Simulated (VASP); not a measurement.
A run of VASP 6.6.1 is set up as follows.

Contents of INCAR:

```
SYSTEM = MgTiC4N4
PREC = Accurate ; ENCUT = 840
EDIFF = 1E-6 ; ISMEAR = 0
SIGMA = 0.1 ; LREAL = .FALSE.
LASPH = .TRUE. ; NELM = 200
ALGO = Normal ; ISIF = 2
LWAVE = .FALSE. ; LCHARG = .FALSE.
ISPIN = 2 ; MAGMOM = 0 1 0 0 0 0 0 0 0 0
LORBIT = 11 ; LMAXMIX = 4
GGA = PE ; NBANDS = 44
GGA_COMPAT = .FALSE.
```

The input KPOINTS:

```
regular mesh
0
G
  4 4 4
  0 0 0
```

File POSCAR:

```
MgTiC4N4
1.0
    5.9813487900      0.0000000000      0.0000000000
    0.0000000000      5.9813487900      0.0000000000
    0.0000000000      0.0000000000      5.9813487900
Mg Ti C N
1 1 4 4
Direct
    0.0000000000      0.0000000000      0.0000000000
    0.5000000000      0.5000000000      0.5000000000
    0.1911196900      0.1911196900      0.1911196900
    0.1911196900      0.8088803100      0.8088803100
    0.8088803100      0.1911196900      0.8088803100
    0.8088803100      0.8088803100      0.1911196900
    0.3040540500      0.3040540500      0.3040540500
    0.3040540500      0.6959459500      0.6959459500
    0.6959459500      0.3040540500      0.6959459500
    0.6959459500      0.6959459500      0.3040540500
```

Potentials or basis: VASP PAW PBE potentials, release 64 (Mg_sv, Ti_sv, C, N).

Launch:

```bash
$ cat potpaw_PBE.64/Mg_sv/POTCAR potpaw_PBE.64/Ti_sv/POTCAR potpaw_PBE.64/C/POTCAR potpaw_PBE.64/N/POTCAR > POTCAR
$ mpirun -np 1 vasp_std > vasp.out
```

Q: Predict the pressure.

A: 5.7 GPa.

Q: What does it give for the band gap on the k mesh?

A: 0.56 eV (least direct gap 0.84 eV).

Q: Estimate the site moments.

A: Mg +0.00; Ti +1.30; C +0.07; N -0.04 μB.

Forces on the atoms (eV/Å):
```
Mg   0.000  0.000  0.000
Ti   0.000  0.000  0.000
C    0.780  0.780  0.780
C    0.780 -0.780 -0.780
C   -0.780  0.780 -0.780
C   -0.780 -0.780  0.780
N    0.441  0.441  0.441
N    0.441 -0.441 -0.441
N   -0.441  0.441 -0.441
N   -0.441 -0.441  0.441
```

Caveat: the cell stands under pressure; forces of over 1 eV/Å act on the atoms, so gaps and moduli don't describe the material at rest. A k mesh can miss the band edges.
